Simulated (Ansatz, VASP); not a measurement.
**One calculation of MoS2, two programs**

The input INCAR:

```
PREC = Accurate
ENCUT = 520
EDIFF = 1E-6
ISMEAR = 0
SIGMA = 0.02
LREAL = F
LASPH = T
NELM = 100
ALGO = Normal
ISIF = 2
LWAVE = F
LCHARG = F
GGA = PE
IVDW = 12
NBANDS = 35
```

The input KPOINTS:

```
regular mesh
0
Gamma
  6 6 2
```

POSCAR

```
MoS2
1.0
    3.1491697116      0.0000000000      0.0000000000
   -1.5745848558      2.7272609710      0.0000000000
    0.0000000000      0.0000000000     12.0898517559
Mo S
2 4
Direct
    0.3333333333      0.6666666667      0.2500000000
    0.6666666667      0.3333333333      0.7500000000
    0.3333333333      0.6666666667      0.6204901698
    0.6666666667      0.3333333333      0.1204901698
    0.3333333333      0.6666666667      0.8795098302
    0.6666666667      0.3333333333      0.3795098302
```

Input for Ansatz:

```yaml
crystal:
  lattice:
    - [3.1491697116, 0.0, 0.0]
    - [-1.5745848558, 2.727260971, 0.0]
    - [0.0, 0.0, 12.0898517559]
  atoms:
    - { symbol: Mo, position: [0.3333333333, 0.6666666667, 0.25] }
    - { symbol: Mo, position: [0.6666666667, 0.3333333333, 0.75] }
    - { symbol: S, position: [0.3333333333, 0.6666666667, 0.6204901698] }
    - { symbol: S, position: [0.6666666667, 0.3333333333, 0.1204901698] }
    - { symbol: S, position: [0.3333333333, 0.6666666667, 0.8795098302] }
    - { symbol: S, position: [0.6666666667, 0.3333333333, 0.3795098302] }
basis:
  ecutwfc: 420
kpoints:
  mp_grid: { grid: [6, 6, 2] }
  band_path:
    path:
      - [0.0, 0.0, 0.0]
      - [0.5, 0.0, 0.0]
      - [0.3333333333, 0.3333333333, 0.0]
      - [0.0, 0.0, 0.5]
      - [0.5, 0.0, 0.5]
      - [0.3333333333, 0.3333333333, 0.5]
      - [0.177083, 0.179688, 0.0]
    npoints: 1
hamiltonian:
  xc: pbe
  dispersion: d3bj
scf:
  occupations: { method: gaussian, width: 0.02 }
  n_extra_bands: 6
output:
  forces: true
  stress: true
  eigenvalues: true
```

Alike in both runs: task single point; functional PBE; dispersion D3(BJ); k mesh 6 × 6 × 2; occupations gaussian, width 0.02 eV; no spin polarisation.

|  | VASP | Ansatz |
| --- | --- | --- |
| version | VASP 6.6.1 | Ansatz 0.2.0 |
| potentials or method | VASP PAW PBE potentials, release 64 (Mo_sv, S), cutoff 520 eV | scalar-relativistic, plane waves, PAW |
| valence electrons in the cell | 52 | 52 |

|  | VASP | Ansatz | Ansatz less VASP |
| --- | --- | --- | --- |
| gap on the k mesh at the Fermi level (eV) | 0.80 | 0.79 | -0.016 |
| least direct gap on the mesh (eV) | 1.70 | 1.70 | -0.004 |
| pressure (GPa) | -0.1 | 0.0 | +0.15 |
| rms of the force components (eV/Å) | 0.004 | 0.003 | -0.0008 |

Atom by atom the forces differ by 0.006 eV/Å (rms over components).
